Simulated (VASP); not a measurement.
Crystal: RbBr.

```
Rb Br
1.0
     3.99831    0.00000    0.00000
     0.00000    3.99831    0.00000
     0.00000    0.00000    4.12793
Rb Br
1 1
Direct
  0.00000 0.00000 0.00000
  0.50000 0.50000 0.50000
```

This cell differs from its parent crystal: biaxial xy strain -3.1%.

Base run:

| Quantity | Value |
| --- | --- |
| Program | VASP 6.6.1 |
| Functional | r2SCAN |
| Potentials or basis | VASP PAW PBE potentials, release 64 (Rb_sv, Br) |
| Cutoff | 550 eV |
| k mesh | 6 × 6 × 6 |
| Occupations | gaussian, width 0.01 eV |
| Spin | no spin polarisation |

Its results: band gap on the k mesh 5.01 eV (least direct gap 5.16 eV); pressure 1.3 GPa.

**Question.** The run is repeated on the same cell with these changes: functional from r2SCAN to PBE; cutoff from 550 eV to 500 eV; occupations from gaussian, width 0.01 eV to fermi-dirac, width 0.02 eV. What comes out?

**Answer.** Band gap on the k mesh 4.24 eV (least direct gap 4.39 eV); pressure 2.1 GPa.

Caveats: the PAW data sets were made with another functional, which shifts forces and pressure a little (at least some runs).

A k mesh can miss the band edges.
